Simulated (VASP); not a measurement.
# Hf (Im-3m) in VASP: notebook

Hf is run at these levels: LDA, PBEsol; tasks: single point.

Everything below comes from runs of VASP 6.6.1. Logs are shortened: lines on timing, memory, paths and dates and some standing lists are left out, and cuts for length are marked.

## Step 1: The cell of the first run

Symmetry: Im-3m, No. 229, cubic system. The conventional cell has a = 3.536 Å, b = 3.536 Å, c = 3.536 Å, α = 90.00°, β = 90.00°, γ = 90.00°. Hf (site symmetry m-3m) has 14 Hf at 3.06 to 3.54 Å within 4.0 Å.

## Step 2: Single point, LDA (volume scaled by 0.94)

Input file INCAR:

```
PREC = Accurate
ENCUT = 520
EDIFF = 1E-6
ISMEAR = -1
SIGMA = 0.05
LREAL = False
LASPH = True
NELM = 100
ALGO = Normal
ISIF = 2
LWAVE = False
LCHARG = False
GGA = CA
NBANDS = 11
```

Input file KPOINTS:

```
Automatic mesh
0
Gamma
  10 10 10
```

Input file POSCAR:

```
Hf
1.0
   -1.7681529262      1.7681529262      1.7681529262
    1.7681529262     -1.7681529262      1.7681529262
    1.7681529262      1.7681529262     -1.7681529262
Hf
1
Direct
    0.0000000000      0.0000000000      0.0000000000
```

Potentials or basis: VASP PAW LDA potentials, release 64 (Hf_pv).

Run with:

```sh
> cat potpaw_LDA.64/Hf_pv/POTCAR > POTCAR
> mpirun -np 1 vasp_std > vasp.out
```

OUTCAR:

```text
PREC = Accurate
   ENCUT = 520
   EDIFF = 1E-6
   ISMEAR = -1
   LREAL = False
   LASPH = True
   NELM = 100
   ISIF = 2
   GGA = CA

 ion  position               nearest neighbor table
   1  0.000  0.000  0.000-

  LATTYP: Found a body centered cubic cell.
 ALAT       =     3.5363058524

  Lattice vectors:

 A1 = (  -1.7681529262,   1.7681529262,   1.7681529262)
 A2 = (   1.7681529262,  -1.7681529262,   1.7681529262)
 A3 = (   1.7681529262,   1.7681529262,  -1.7681529262)

Analysis of symmetry for initial positions (statically):
=====================================================================
 Subroutine PRICEL returns:
 Original cell was already a primitive cell.

 Routine SETGRP: Setting up the symmetry group for a
 body centered cubic supercell.

 Subroutine GETGRP returns: Found 48 space group operations
 (whereof 48 operations were pure point group operations)
 out of a pool of 48 trial point group operations.

The static configuration has the point symmetry O_h .

Analysis of symmetry for dynamics (positions and initial velocities):
=====================================================================
 Subroutine PRICEL returns:
 Original cell was already a primitive cell.

 Routine SETGRP: Setting up the symmetry group for a
 body centered cubic supercell.

 Subroutine GETGRP returns: Found 48 space group operations
 (whereof 48 operations were pure point group operations)
 out of a pool of 48 trial point group operations.

The dynamic configuration has the point symmetry O_h .

 Subroutine INISYM returns: Found 48 space group operations
 (whereof 48 operations are pure point group operations),
 and found     1 'primitive' translations

----------------------------------------------------------------------------------------

                                     Primitive cell

  volume of cell :      22.1116

  direct lattice vectors                    reciprocal lattice vectors
    -1.768152926  1.768152926  1.768152926     0.000000000  0.282780970  0.282780970
     1.768152926 -1.768152926  1.768152926     0.282780970  0.000000000  0.282780970
     1.768152926  1.768152926 -1.768152926     0.282780970  0.282780970  0.000000000

  length of vectors
     3.062530704  3.062530704  3.062530704     0.399912683  0.399912683  0.399912683

  position of ions in fractional coordinates (direct lattice)
     0.000000000  0.000000000  0.000000000

  ion indices of the primitive-cell ions
   primitive index   ion index
                 1           1

----------------------------------------------------------------------------------------

 KPOINTS: Automatic mesh

Automatic generation of k-mesh.
 Grid dimensions read from file:
 generate k-points for:   10   10   10

 Generating k-lattice:

  Cartesian coordinates                     Fractional coordinates (reciprocal lattice)
     0.000000000  0.028278097  0.028278097     0.100000000  0.000000000  0.000000000
     0.028278097  0.000000000  0.028278097     0.000000000  0.100000000  0.000000000
     0.028278097  0.028278097  0.000000000     0.000000000  0.000000000  0.100000000

  Length of vectors
     0.039991268  0.039991268  0.039991268

  Shift w.r.t. Gamma in fractional coordinates (k-lattice)
     0.000000000  0.000000000  0.000000000

 Subroutine IBZKPT returns following result:
 ===========================================

 Found     47 irreducible k-points:

 Following reciprocal coordinates:
            Coordinates               Weight
  0.000000  0.000000  0.000000      1.000000
  0.100000  0.000000  0.000000     12.000000
  0.200000  0.000000  0.000000     12.000000
  0.300000  0.000000  0.000000     12.000000
  0.400000  0.000000  0.000000     12.000000
  0.500000  0.000000  0.000000      6.000000
[... 16 lines left out ...]
  0.300000  0.300000  0.100000      8.000000
 -0.300000  0.300000  0.100000     24.000000
 [... further k-points ...]
   k-points           NKPTS =     47   k-points in BZ     NKDIM =     47   number of bands    NBANDS=     11
   number of dos      NEDOS =    301   number of ions     NIONS =      1
   total plane-waves  NPLWV =  13824
   dimension x,y,z NGX =    24 NGY =   24 NGZ =   24
   dimension x,y,z NGXF=    48 NGYF=   48 NGZF=   48
   ions per type =               1
   NGX,Y,Z   is equivalent  to a cutoff of  13.03, 13.03, 13.03 a.u.
   NGXF,Y,Z  is equivalent  to a cutoff of  26.06, 26.06, 26.06 a.u.
 SYSTEM =  unknown system
   PREC   = accura    normal or accurate (medium, high low for compatibility)
   ISTART =      0    job   : 0-new  1-cont  2-samecut
   ICHARG =      2    charge: 1-file 2-atom 10-const
   ISPIN  =      1    spin polarized calculation?
   LNONCOLLINEAR =      F non collinear calculations
   LSORBIT =      F    spin-orbit coupling
   LASPH  =      T    aspherical Exc in radial PAW
   ENCUT  =  520.0 eV  38.22 Ry    6.18 a.u.   5.69  5.69  5.69*2*pi/ulx,y,z
   NELM   =    100;   NELMIN=  2; NELMDL= -5     # of ELM steps
   EDIFF  = 0.1E-05   stopping-criterion for ELM
   LREAL  =      F    real-space projection
   EDIFFG = 0.1E-04   stopping-criterion for IOM
   NSW    =      0    number of steps for IOM
   IBRION =     -1    ionic relax: 0-MD 1-quasi-New 2-CG
   NFREE  =      0    steps in history (QN), initial steepest desc. (CG)
   ISIF   =      2    stress and relaxation
   ISYM   =      2    0-nonsym 1-usesym 2-fastsym
   POTIM  = 0.5000    time-step for ionic-motion
   TEBEG  =    0.0;   TEEND  =   0.0 temperature during run
   PSTRESS=    0.0 pullay stress
   NELECT =      10.0000    total number of electrons
   NUPDOWN=      -1.0000    fix difference up-down
   EMIN   =  10.00;   EMAX   =-10.00  energy-range for DOS
   EFERMI =   0.00;   METHOD = LEGACY
   ISMEAR =    -1;   SIGMA  =   0.05  broadening in eV -4-tet -1-fermi 0-gaus
   EFERMI_NEDOS =   21; number of points for ismear=-14 and -15
   IALGO  =     38    algorithm
   IMIX   =      4    mixing-type and parameters
     AMIX     =   0.40;   BMIX     =  1.00
     AMIX_MAG =   1.60;   BMIX_MAG =  1.00
  volume/ion in A,a.u.               =      22.11       149.22
  Fermi-wavevector in a.u.,A,eV,Ry     =   1.256613  2.374655 21.484649  1.579077
  Thomas-Fermi vector in A             =   2.390313
   LORBIT       =      0    0 simple, 1 ext, 2 COOP (PROOUT), +10 PAW based schemes
   GGA     = CA    functional components
   LHFCALC =     F    Hartree Fock is set to
   AEXX    =    0.0000 exact exchange contribution
   IVDW    =     0    specifies the selected vdW correction
   LEPSILON=     F    determine dielectric tensor
   LRPA    =     F    only Hartree local field effects (RPA)
 non-spin polarized calculation
  energy-cutoff  :      520.00
  volume of cell :       22.11
 maximum number of plane-waves:       610
   NGX = 11   NGY = 11   NGZ = 11

 number of electron      10.0000000 magnetization

 Free energy of the ion-electron system (eV)
  ---------------------------------------------------
  ext. energy  EPLUGINS =         0.00000000
  ---------------------------------------------------
  free energy    TOTEN  =       -10.51335339 eV

  energy without entropy =      -10.49972514  energy(sigma->0) =      -10.50653927

 E-fermi :   4.5440     XC(G=0): -11.5226

 val. band max:        4.5373672738   @ k =   0.3000   0.0000   0.0000
 cond. band min:       4.5778002103   @ k =   0.3000   0.2000   0.0000
 fundamental gap:      0.0404329365
 Fermi energy:         4.5440138473

 k-point     1 :       0.0000    0.0000    0.0000
  band No.  band energies     occupation
      1     -25.0997      2.00000
      2     -25.0997      2.00000
      3     -25.0997      2.00000
      4      -2.4818      2.00000
      5       5.9777      0.00000
      6       5.9777      0.00000
      7       5.9777      0.00000
      8       8.8050      0.00000
      9       8.8050      0.00000
     10      16.8866      0.00000
     11      17.9535      0.00000

 k-point     2 :       0.1000    0.0000    0.0000
  band No.  band energies     occupation
      1     -25.1887      2.00000
      2     -25.1274      2.00000
      3     -25.1001      2.00000
      4      -2.1089      2.00000
      5       5.7262      0.00000
      6       5.8665      0.00000
      7       6.3472      0.00000
      8       8.4437      0.00000
      9       8.8048      0.00000
     10      16.8862      0.00000
     11      18.2864      0.00000

 k-point     3 :       0.2000    0.0000    0.0000
  band No.  band energies     occupation
      1     -25.4152      2.00000
      2     -25.1992      2.00000
      3     -25.1012      2.00000
      4      -1.1001      2.00000
      5       5.1453      0.00001
      6       5.3659      0.00000
      7       7.4229      0.00000
      8       8.1905      0.00000
      9       8.8685      0.00000
     10      16.8846      0.00000
     11      18.5513      0.00000

 k-point     4 :       0.3000    0.0000    0.0000
  band No.  band energies     occupation
      1     -25.6832      2.00000
      2     -25.2865      2.00000
      3     -25.1025      2.00000
      4       0.1567      2.00000
      5       4.5374      1.06637
      6       4.8678      0.00308
      7       8.4651      0.00000
      8       9.0900      0.00000
      9       9.0910      0.00000
     10      16.8730      0.00000
     11      17.3028      0.00000

 k-point     5 :       0.4000    0.0000    0.0000
  band No.  band energies     occupation
      1     -25.8913      2.00000
      2     -25.3560      2.00000
      3     -25.1036      2.00000
      4       0.9544      2.00000
      5       4.1080      1.99967
      6       5.2114      0.00000
      7       8.7054      0.00000
      8       9.4366      0.00000
      9      11.0365      0.00000
     10      15.6984      0.00000
     11      15.7951      0.00000
[... 211 lines left out ...]
 k-point    21 :       0.3000    0.2000    0.1000
  band No.  band energies     occupation
      1     -25.7916      2.00000
      2     -25.4916      2.00000
      3     -25.2591      2.00000
      4       2.6662      2.00000
      5       3.7877      2.00000
      6       4.4525      1.72341
      7       9.2435      0.00000
      8       9.6599      0.00000
      9      12.2170      0.00000
     10      13.9203      0.00000
     11      16.7052      0.00000

 k-point    22 :      -0.2000    0.2000    0.1000
  band No.  band energies     occupation
      1     -25.4161      2.00000
      2     -25.2285      2.00000
      3     -25.1701      2.00000
      4      -0.7593      2.00000
      5       5.4439      0.00000
      6       5.4595      0.00000
      7       7.0624      0.00000
      8       7.2975      0.00000
      9       9.5087      0.00000
     10      16.8833      0.00000
     11      18.8462      0.00000

 k-point    23 :       0.3000    0.3000    0.1000
  band No.  band energies     occupation
      1     -25.6527      2.00000
      2     -25.6527      2.00000
      3     -25.2861      2.00000
      4       3.0989      2.00000
      5       4.1048      1.99969
      6       4.1048      1.99969
      7       9.5692      0.00000
      8       9.5692      0.00000
      9      11.1084      0.00000
     10      15.4728      0.00000
     11      15.4728      0.00000

 k-point    24 :      -0.3000    0.3000    0.1000
  band No.  band energies     occupation
      1     -25.6710      2.00000
      2     -25.3172      2.00000
      3     -25.1682      2.00000
      4       0.4843      2.00000
      5       4.7348      0.04313
      6       4.8787      0.00248
      7       7.4791      0.00000
      8       8.9599      0.00000
      9       9.6165      0.00000
     10      16.7725      0.00000
     11      16.9666      0.00000

 [... further k-points ...]

------------------------ aborting loop because EDIFF is reached ----------------------------------------

  FORCE on cell =-STRESS in cart. coord.  units (eV):
  Direction    XX          YY          ZZ          XY          YZ          ZX
  --------------------------------------------------------------------------------------
  -------------------------------------------------------------------------------------
  Total       -1.0718710     -1.0718710     -1.0718710      0.0000000     -0.0000000      0.0000000
  in kB      -77.6664861    -77.6664861    -77.6664861      0.0000000     -0.0000000      0.0000000
  external PRESSURE =     -77.6664861 kB  Pullay stress =       0.0000000 kB

 VOLUME and BASIS-vectors are now :
 -----------------------------------------------------------------------------
  energy-cutoff  :      520.00
  volume of cell :       22.11
      direct lattice vectors                 reciprocal lattice vectors
    -1.768152926  1.768152926  1.768152926     0.000000000  0.282780970  0.282780970
     1.768152926 -1.768152926  1.768152926     0.282780970  0.000000000  0.282780970
     1.768152926  1.768152926 -1.768152926     0.282780970  0.282780970  0.000000000

 POSITION                                       TOTAL-FORCE (eV/Angst)
 -----------------------------------------------------------------------------------
      0.00000      0.00000      0.00000        -0.000000     -0.000000     -0.000000
 -----------------------------------------------------------------------------------
    total drift:                                0.000000      0.000000     -0.000000

  FREE ENERGIE OF THE ION-ELECTRON SYSTEM (eV)
  ---------------------------------------------------
  free  energy   TOTEN  =       -10.5133533915 eV

  energy  without entropy=      -10.4997251391  energy(sigma->0) =      -10.50653927
```

Wall time 11 s (1 thread of Intel Xeon Platinum 8259CL at 2.50GHz (Skylake/Cascade Lake), shared host); peak memory 0.13 GiB.

Results:

| Property | Result |
| --- | --- |
| Free energy | -10.5134 eV |
| Pressure | -7.8 GPa |
| Band gap on the k mesh | zero (band 5 reaches 5.98 eV, above the bottom of band 6 at 3.76 eV) |

Levels at points of the mesh, in eV from the Fermi level:
| k point | band 2 | band 3 | band 4 | band 5 | band 6 | band 7 | band 8 | band 9 |
| --- | --- | --- | --- | --- | --- | --- | --- | --- |
| (0.00, 0.00, 0.00) | -29.64 | -29.64 | -7.03 | 1.43 | 1.43 | 1.43 | 4.26 | 4.26 |
| (0.50, 0.00, 0.00) | -29.93 | -29.65 | -3.42 | -0.59 | 1.24 | 4.08 | 5.09 | 7.62 |
| (0.50, 0.50, 0.50) | -30.25 | -30.25 | -2.64 | -2.64 | 6.77 | 6.77 | 6.77 | 7.39 |

Caveat: spin-orbit coupling is left out, which moves the levels of the heavy elements.

## Step 3: Single point, LDA (volume scaled by 0.96)

Input file INCAR:

```
PREC     = Accurate       # precision mode
ENCUT    = 520            # plane-wave cutoff, eV
EDIFF    = 1E-6           # SCF threshold, eV
ISMEAR   = -1             # smearing method
SIGMA    = 0.05           # smearing width, eV
LREAL    = F              # projectors in reciprocal space
LASPH    = T              # aspherical terms in the spheres
NELM     = 60             # most SCF steps
ALGO     = Normal         # electronic algorithm
ISIF     = 2              # what is computed and relaxed
LWAVE    = F              # write WAVECAR
LCHARG   = F              # write CHGCAR
NBANDS   = 11             # bands
```

KPOINTS is that of step 2.

Input file POSCAR:

```
Hf
1.0
   -1.7806051177      1.7806051177      1.7806051177
    1.7806051177     -1.7806051177      1.7806051177
    1.7806051177      1.7806051177     -1.7806051177
Hf
1
Direct
    0.0000000000      0.0000000000      0.0000000000
```

Potentials or basis: VASP PAW LDA potentials, release 64 (Hf_pv).

Run with:

```sh
> cat potpaw_LDA.64/Hf_pv/POTCAR > POTCAR
> mpirun -np 1 vasp_std > vasp.out
```

It took 12 s on 1 thread of Intel Xeon Platinum 8259CL at 2.50GHz (Skylake/Cascade Lake), shared host; peak memory 0.13 GiB.

It converged, with:

| Item | Value |
| --- | --- |
| Free energy | -10.4880 eV |
| Pressure | -9.5 GPa |
| Band gap on the k mesh | zero (band 5 reaches 5.82 eV, above the bottom of band 6 at 3.64 eV) |

Levels at points of the mesh, in eV from the Fermi level:
```csv
k point,band 2,band 3,band 4,band 5,band 6,band 7,band 8,band 9
"(0.00, 0.00, 0.00)",-29.72,-29.72,-6.95,1.42,1.42,1.42,4.19,4.19
"(0.50, 0.00, 0.00)",-29.99,-29.72,-3.35,-0.55,1.17,4.00,4.98,7.43
"(0.50, 0.50, 0.50)",-30.29,-30.29,-2.55,-2.55,6.62,6.62,6.62,7.22
```

Caveat: spin-orbit coupling is left out, which moves the levels of the heavy elements.

[end of part 1 of 2]
